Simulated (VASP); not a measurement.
# Si62C (a cell with a defect) in VASP: single point with PBEsol

Aim: the single point of Si62C (a cell with a defect) with PBEsol.

Everything below comes from runs of VASP 6.6.1. Logs are shortened: lines on timing, memory, paths and dates and some standing lists are left out, and cuts for length are marked.

## Step 1: The cell of the first run

The cell holds a defect, 63 atoms: a = 10.860 Å, b = 10.860 Å, c = 10.860 Å, α = 90.00°, β = 90.00°, γ = 90.00°.

## Step 2: Single point, PBEsol, collinear spin, zero start

The input, INCAR:

```
SYSTEM = Si62C
  PREC = Accurate
  ENCUT = 520
  EDIFF = 1E-7
  ISMEAR = -1
  SIGMA = 0.05
  LREAL = Auto
  LASPH = .True.
  NELM = 150
  ALGO = Normal
  ISIF = 2
  LWAVE = .False.
  LCHARG = .False.
  ISPIN = 2
  MAGMOM = 0 0 0 0 0 0 0 0 0 0 0 0 0 0 0 0 0 0 0 0 0 0 0 0 0 0 0 0 0 0 0 0 0 0 0 0 0 0 0 0 0 0 0 0 0 0 0 0 0 0 0 0 0 0 0 0 0 0 0 0 0 0 0
  LORBIT = 11
  GGA = PS
  NELECT = 253.0
  NBANDS = 167
```

The input, KPOINTS:

```
regular mesh
0
Gamma
  1 1 1
  0 0 0
```

The input, POSCAR:

```
Si62C
1.0
   10.8600000000      0.0000000000      0.0000000000
    0.0000000000     10.8600000000      0.0000000000
    0.0000000000      0.0000000000     10.8600000000
Si C
62 1
Direct
    0.4999897790     -0.0003674954     -0.0003674954
    0.6202522099      0.1271902394      0.1271902394
    0.7490461326      0.2509538674      0.0044439227
    0.8728097606      0.3797477901      0.1271902394
    0.7490461326      0.0044439227      0.2509538674
    0.8728097606      0.1271902394      0.3797477901
    0.1072857274      0.1209988029      0.1209988029
    0.2436472376      0.2433035912      0.0009003683
    0.3706271639      0.3750064457      0.1247382136
    0.5003107735      0.4996892265     -0.0004978821
    0.6249935543      0.6293728361      0.1247382136
    0.7566964088      0.7563527624      0.0009003683
    0.8790011971      0.8927142726      0.1209988029
    0.2436472376      0.0009003683      0.2433035912
    0.3706271639      0.1247382136      0.3750064457
    0.4950700737      0.2516933702      0.2516933702
    0.6245859116      0.3754140884      0.3754140884
    0.7483066298      0.5049299263      0.2516933702
    0.8752617864      0.6293728361      0.3750064457
    0.5003107735     -0.0004978821      0.4996892265
    0.6249935543      0.1247382136      0.6293728361
    0.7483066298      0.2516933702      0.5049299263
    0.8752617864      0.3750064457      0.6293728361
    0.7566964088      0.0009003683      0.7563527624
    0.8790011971      0.1209988029      0.8927142726
    0.0003674954      0.5000102210     -0.0003674954
    0.1241773481      0.6342429098      0.1152702578
    0.2381140884      0.7618859116     -0.0270851750
    0.3657570902      0.8758226519      0.1152702578
   -0.0044439227      0.2509538674      0.2509538674
    0.1261091160      0.3745500000      0.3745500000
    0.2465657459      0.5050906077      0.2452444751
    0.3749192449      0.6250807551      0.3729224678
    0.4949093923      0.7534342541      0.2452444751
    0.6254500000      0.8738908840      0.3745500000
    0.0003674954     -0.0003674954      0.5000102210
    0.1241773481      0.1152702578      0.6342429098
    0.2465657459      0.2452444751      0.5050906077
    0.3749192449      0.3729224678      0.6250807551
    0.5002399632      0.4997600368      0.4997600368
    0.6270775322      0.6250807551      0.6250807551
    0.7547555249      0.7534342541      0.5050906077
    0.8847297422      0.8758226519      0.6342429098
    0.2381140884     -0.0270851750      0.7618859116
    0.3657570902      0.1152702578      0.8758226519
    0.4949093923      0.2452444751      0.7534342541
    0.6254500000      0.3745500000      0.8738908840
    0.7547555249      0.5050906077      0.7534342541
    0.8847297422      0.6342429098      0.8758226519
   -0.0009003683      0.7563527624      0.2433035912
    0.1251691529      0.8748308471      0.3732899632
    0.0004978821      0.4996892265      0.4996892265
    0.1258055249      0.6254015654      0.6254015654
    0.2512929098      0.7487070902      0.4991044199
    0.3745984346      0.8741944751      0.6254015654
   -0.0009003683      0.2433035912      0.7563527624
    0.1251691529      0.3732899632      0.8748308471
    0.2512929098      0.4991044199      0.7487070902
    0.3745984346      0.6254015654      0.8741944751
    0.5008955801      0.7487070902      0.7487070902
    0.6267100368      0.8748308471      0.8748308471
    0.0270851750      0.7618859116      0.7618859116
    0.1616272560     -0.1616272560     -0.1616272560
```

Potentials or basis: VASP PAW PBE potentials, release 64 (Si, C).

Command:

```sh
> cat potpaw_PBE.64/Si/POTCAR potpaw_PBE.64/C/POTCAR > POTCAR
> mpirun -np 1 vasp_gam > vasp.out
```

OUTCAR:

```text
SYSTEM = Si62C
   PREC = Accurate
   ENCUT = 520
   EDIFF = 1E-7
   ISMEAR = -1
   LREAL = Auto
   LASPH = .True.
   NELM = 150
   ISIF = 2
   ISPIN = 2
   LORBIT = 11
   GGA = PS
   NELECT = 253.0

 ion  position               nearest neighbor table
   1  0.500  1.000  1.000-  29 2.35  45 2.35   2 2.35  61 2.36
   2  0.620  0.127  0.127-  16 2.35   5 2.35   3 2.35   1 2.35
   3  0.749  0.251  0.004-  25 2.34   4 2.35   2 2.35  47 2.37
   4  0.873  0.380  0.127-  18 2.35   3 2.35  30 2.35  26 2.35
   5  0.749  0.004  0.251-  13 2.34   6 2.35   2 2.35  35 2.37
   6  0.873  0.127  0.380-  22 2.35   5 2.35  30 2.35  36 2.35
   7  0.107  0.121  0.121-  30 2.34  14 2.38   8 2.38
   8  0.244  0.243  0.001-  57 2.35  45 2.35   7 2.38   9 2.40
   9  0.371  0.375  0.125-  16 2.35  32 2.35  10 2.38   8 2.40
  10  0.500  0.500  1.000-  47 2.36  59 2.36   9 2.38  11 2.38
  11  0.625  0.629  0.125-  18 2.35  34 2.35  10 2.38  12 2.40
  12  0.757  0.756  0.001-  61 2.35  49 2.35  13 2.38  11 2.40
  13  0.879  0.893  0.121-   5 2.34  12 2.38  50 2.38
  14  0.244  0.001  0.243-  51 2.35  29 2.35   7 2.38  15 2.40
  15  0.371  0.125  0.375-  16 2.35  38 2.35  20 2.38  14 2.40
  16  0.495  0.252  0.252-   2 2.35   9 2.35  15 2.35  17 2.36
  17  0.625  0.375  0.375-  40 2.34  22 2.36  16 2.36  18 2.36
[... 43 lines left out ...]
  61  0.627  0.875  0.875-  12 2.35  24 2.35   1 2.36  60 2.37
  62  0.027  0.762  0.762-  63 1.87  53 2.35  43 2.42  49 2.42
  63  0.162  0.838  0.838-  28 1.87  44 1.87  62 1.87

  LATTYP: Found a simple cubic cell.
 ALAT       =    10.8600000000

  Lattice vectors:

 A1 = (  10.8600000000,   0.0000000000,   0.0000000000)
 A2 = (   0.0000000000,  10.8600000000,   0.0000000000)
 A3 = (   0.0000000000,   0.0000000000,  10.8600000000)

Analysis of symmetry for initial positions (statically):
=====================================================================
 Subroutine PRICEL returns:
 Original cell was already a primitive cell.

 Routine SETGRP: Setting up the symmetry group for a
 simple cubic supercell.

 Subroutine GETGRP returns: Found  6 space group operations
 (whereof  6 operations were pure point group operations)
 out of a pool of 48 trial point group operations.

The static configuration has the point symmetry C_3v.

Analysis of symmetry for dynamics (positions and initial velocities):
=====================================================================
 Subroutine PRICEL returns:
 Original cell was already a primitive cell.

 Routine SETGRP: Setting up the symmetry group for a
 simple cubic supercell.

 Subroutine GETGRP returns: Found  6 space group operations
 (whereof  6 operations were pure point group operations)
 out of a pool of 48 trial point group operations.

The dynamic configuration has the point symmetry C_3v.

Analysis of structural, dynamic, and magnetic symmetry:
=====================================================================
 Subroutine PRICEL returns:
 Original cell was already a primitive cell.

 Routine SETGRP: Setting up the symmetry group for a
 simple cubic supercell.

 Subroutine GETGRP returns: Found  6 space group operations
 (whereof  6 operations were pure point group operations)
 out of a pool of 48 trial point group operations.

The overall configuration has the point symmetry C_3v.

 Subroutine INISYM returns: Found  6 space group operations
 (whereof  6 operations are pure point group operations),
 and found     1 'primitive' translations

----------------------------------------------------------------------------------------

                                     Primitive cell

[... 180 lines left out ...]
   ISTART =      0    job   : 0-new  1-cont  2-samecut
   ICHARG =      2    charge: 1-file 2-atom 10-const
   ISPIN  =      2    spin polarized calculation?
   LNONCOLLINEAR =      F non collinear calculations
   LSORBIT =      F    spin-orbit coupling
   LASPH  =      T    aspherical Exc in radial PAW
   ENCUT  =  520.0 eV  38.22 Ry    6.18 a.u.  20.19 20.19 20.19*2*pi/ulx,y,z
   NELM   =    150;   NELMIN=  2; NELMDL= -5     # of ELM steps
   EDIFF  = 0.1E-06   stopping-criterion for ELM
   LREAL  =      T    real-space projection
   EDIFFG = 0.1E-05   stopping-criterion for IOM
   NSW    =      0    number of steps for IOM
   IBRION =     -1    ionic relax: 0-MD 1-quasi-New 2-CG
   NFREE  =      0    steps in history (QN), initial steepest desc. (CG)
   ISIF   =      2    stress and relaxation
   ISYM   =      2    0-nonsym 1-usesym 2-fastsym
   POTIM  = 0.5000    time-step for ionic-motion
   TEBEG  =    0.0;   TEEND  =   0.0 temperature during run
   PSTRESS=    0.0 pullay stress
   NELECT =     253.0000    total number of electrons
   NUPDOWN=      -1.0000    fix difference up-down
   EMIN   =  10.00;   EMAX   =-10.00  energy-range for DOS
   EFERMI =   0.00;   METHOD = LEGACY
   ISMEAR =    -1;   SIGMA  =   0.05  broadening in eV -4-tet -1-fermi 0-gaus
   EFERMI_NEDOS =   21; number of points for ismear=-14 and -15
   IALGO  =     38    algorithm
   IMIX   =      4    mixing-type and parameters
     AMIX     =   0.40;   BMIX     =  1.00
     AMIX_MAG =   1.60;   BMIX_MAG =  1.00
  volume/ion in A,a.u.               =      20.33       137.20
  Fermi-wavevector in a.u.,A,eV,Ry     =   0.953422  1.801706 12.367880  0.909014
  Thomas-Fermi vector in A             =   2.082076
   LORBIT       =     11    0 simple, 1 ext, 2 COOP (PROOUT), +10 PAW based schemes
   GGA     = PS    functional components
   LHFCALC =     F    Hartree Fock is set to
   AEXX    =    0.0000 exact exchange contribution
   IVDW    =     0    specifies the selected vdW correction
   LEPSILON=     F    determine dielectric tensor
   LRPA    =     F    only Hartree local field effects (RPA)
 spin polarized calculation
  energy-cutoff  :      520.00
  volume of cell :     1280.82
 maximum number of plane-waves:     17229
 NGX is ok and might be reduce to    84
   NGX = 41   NGY = 41   NGZ = 41

 number of electron     252.9999985 magnetization       0.0000107

 number of electron     252.9999986 magnetization      -0.0004864

 Free energy of the ion-electron system (eV)
  ---------------------------------------------------
  ext. energy  EPLUGINS =         0.00000000
  ---------------------------------------------------
  free energy    TOTEN  =      -349.31197775 eV

  energy without entropy =     -349.14322491  energy(sigma->0) =     -349.22760133

 E-fermi :   6.0413     XC(G=0):  -9.4695

 val. band max:        5.8281520439   @ k =   0.0000   0.0000   0.0000
 cond. band min:       6.1180901486   @ k =   0.0000   0.0000   0.0000
 fundamental gap:      0.2899381047
 Fermi energy:         6.0412811361

 spin component 1

 k-point     1 :       0.0000    0.0000    0.0000
  band No.  band energies     occupation
      1      -6.7110      1.00000
      2      -6.1274      1.00000
      3      -5.2715      1.00000
      4      -5.2715      1.00000
      5      -5.2462      1.00000
      6      -5.2462      1.00000
[... 130 lines left out ...]
    137       6.6395      0.00001
    138       6.7930      0.00000
 Fermi energy:         6.0412811361

 spin component 2

 k-point     1 :       0.0000    0.0000    0.0000
  band No.  band energies     occupation
      1      -6.7110      1.00000
      2      -6.1275      1.00000
      3      -5.2715      1.00000
      4      -5.2715      1.00000
      5      -5.2462      1.00000
      6      -5.2462      1.00000
[... 130 lines left out ...]
    137       6.6395      0.00001
    138       6.7930      0.00000
 [bands above 138 left out]

------------------------ aborting loop because EDIFF is reached ----------------------------------------

  FORCE on cell =-STRESS in cart. coord.  units (eV):
  Direction    XX          YY          ZZ          XY          YZ          ZX
  --------------------------------------------------------------------------------------
  -------------------------------------------------------------------------------------
  Total        1.5528042      1.5528042      1.5528042     -7.4408096      7.4408096     -7.4408096
  in kB        1.9423961      1.9423961      1.9423961     -9.3076769      9.3076769     -9.3076769
  external PRESSURE =       1.9423961 kB  Pullay stress =       0.0000000 kB

 VOLUME and BASIS-vectors are now :
 -----------------------------------------------------------------------------
  energy-cutoff  :      520.00
  volume of cell :     1280.82
      direct lattice vectors                 reciprocal lattice vectors
    10.860000000  0.000000000  0.000000000     0.092081031  0.000000000  0.000000000
     0.000000000 10.860000000  0.000000000     0.000000000  0.092081031  0.000000000
     0.000000000  0.000000000 10.860000000     0.000000000  0.000000000  0.092081031

 POSITION                                       TOTAL-FORCE (eV/Angst)
 -----------------------------------------------------------------------------------
      5.42989     10.85601     10.85601         0.000462     -0.003055     -0.003055
      6.73594      1.38129      1.38129        -0.007119     -0.001819     -0.001819
      8.13464      2.72536      0.04826        -0.005728      0.005728      0.004953
      9.47871      4.12406      1.38129         0.001819      0.007119     -0.001819
      8.13464      0.04826      2.72536        -0.005728      0.004953      0.005728
      9.47871      1.38129      4.12406         0.001819     -0.001819      0.007119
[... 55 lines left out ...]
      0.29415      8.27408      8.27408        -0.024595     -0.005546     -0.005546
      1.75527      9.10473      9.10473        -0.007218      0.007218      0.007218
 -----------------------------------------------------------------------------------
    total drift:                                0.000509     -0.000509     -0.000509

  FREE ENERGIE OF THE ION-ELECTRON SYSTEM (eV)
  ---------------------------------------------------
  free  energy   TOTEN  =      -349.3119777488 eV

  energy  without entropy=     -349.1432249109  energy(sigma->0) =     -349.22760133

 total charge

# of ion       s       p       d       tot
------------------------------------------
    1        0.741   0.960   0.000   1.701
    2        0.742   0.959   0.000   1.700
    3        0.742   0.953   0.000   1.695
    4        0.742   0.959   0.000   1.700
    5        0.742   0.953   0.000   1.695
    6        0.742   0.959   0.000   1.700
[... 55 lines left out ...]
   62        0.729   0.916   0.000   1.646
   63        0.835   1.557   0.000   2.393
--------------------------------------------------
tot         47.008  59.729   0.000 106.738

 magnetization (x)

# of ion       s       p       d       tot
------------------------------------------
    1        0.000   0.000   0.000   0.000
    2       -0.000   0.000   0.000   0.000
    3       -0.000  -0.000   0.000  -0.000
    4       -0.000   0.000   0.000   0.000
    5       -0.000  -0.000   0.000  -0.000
    6       -0.000   0.000   0.000   0.000
[... 55 lines left out ...]
   62       -0.000  -0.000   0.000  -0.000
   63       -0.000  -0.000   0.000  -0.000
--------------------------------------------------
tot         -0.000  -0.000   0.000  -0.000
```

Wall time 15 min (1 thread of Intel Xeon Platinum 8259CL at 2.50GHz (Skylake/Cascade Lake), shared host); peak memory 1.5 GiB.

What came out:

| Property | Result |
| --- | --- |
| Free energy | -349.3120 eV |
| Largest force | 0.026 eV/Å |
| Net moment | 0.00 μB per cell |
| Valence electrons inside the program's atomic spheres | Si 1.70, 1.63, 1.68, 1.69, 1.65 (each value once); C 2.39 |

Forces in eV/Å, atoms in the order of the input:
```
Si   0.000 -0.003 -0.003
Si  -0.007 -0.002 -0.002
Si  -0.006  0.006  0.005
Si   0.002  0.007 -0.002
Si  -0.006  0.005  0.006
Si   0.002 -0.002  0.007
Si  -0.009 -0.008 -0.008
Si   0.003 -0.004  0.007
Si   0.000  0.005 -0.002
Si   0.004 -0.004 -0.008
Si  -0.005  0.000 -0.002
Si   0.004 -0.003  0.007
Si   0.008  0.009 -0.008
Si   0.003  0.007 -0.004
Si   0.000 -0.002  0.005
Si  -0.005 -0.002 -0.002
Si   0.003 -0.003 -0.003
Si   0.002  0.005 -0.002
Si   0.002  0.000  0.005
Si   0.004 -0.008 -0.004
Si  -0.005 -0.002  0.000
Si   0.002 -0.002  0.005
Si   0.002  0.005  0.000
Si   0.004  0.007 -0.003
Si   0.008 -0.008  0.009
Si   0.003  0.000 -0.003
Si   0.001  0.003 -0.005
Si   0.006 -0.006  0.025
Si  -0.003 -0.001 -0.005
Si  -0.005  0.006  0.006
Si   0.002 -0.008 -0.008
Si   0.002  0.002  0.001
Si   0.000  0.000  0.005
Si  -0.002 -0.002  0.001
Si   0.008 -0.002 -0.008
Si   0.003 -0.003  0.000
Si   0.001 -0.005  0.003
Si   0.002  0.001  0.002
Si   0.000  0.005  0.000
Si   0.005 -0.005 -0.005
Si  -0.005  0.000  0.000
Si  -0.001 -0.002  0.002
Si   0.005 -0.001  0.003
Si   0.006  0.025 -0.006
Si  -0.003 -0.005 -0.001
Si  -0.002  0.001 -0.002
Si   0.008 -0.008 -0.002
Si  -0.001  0.002 -0.002
Si   0.005  0.003 -0.001
Si  -0.007 -0.003 -0.004
Si   0.003 -0.003 -0.001
Si   0.008 -0.004 -0.004
Si  -0.012  0.000  0.000
Si   0.000  0.000  0.000
Si   0.000  0.012  0.000
Si  -0.007 -0.004 -0.003
Si   0.003 -0.001 -0.003
Si   0.000  0.000  0.000
Si   0.000  0.000  0.012
Si   0.000  0.000  0.000
Si   0.001 -0.003 -0.003
Si  -0.025 -0.006 -0.006
C   -0.007  0.007  0.007
```

Levels at points of the mesh, in eV from the Fermi level:
Spin up:
```csv
k point,band 122,band 123,band 124,band 125,band 126,band 127,band 128,band 129,band 130,band 131
"(0.00, 0.00, 0.00)",-1.55,-1.02,-0.72,-0.72,-0.21,0.08,0.08,0.15,0.15,0.15
```
Spin down:
```
           k point  band 124  band 125  band 126  band 127  band 128  band 129
(0.00, 0.00, 0.00)     -0.72     -0.72     -0.21      0.08      0.08      0.15
```

Caveat: the k points lie up to 0.58 Å⁻¹ apart; the cell carries a net charge on a neutralising background, which shifts energy and pressure; the cell is charged against a uniform background, so pressure and absolute levels hang on convention; the PAW data sets were made with another functional, which shifts forces and pressure a little.
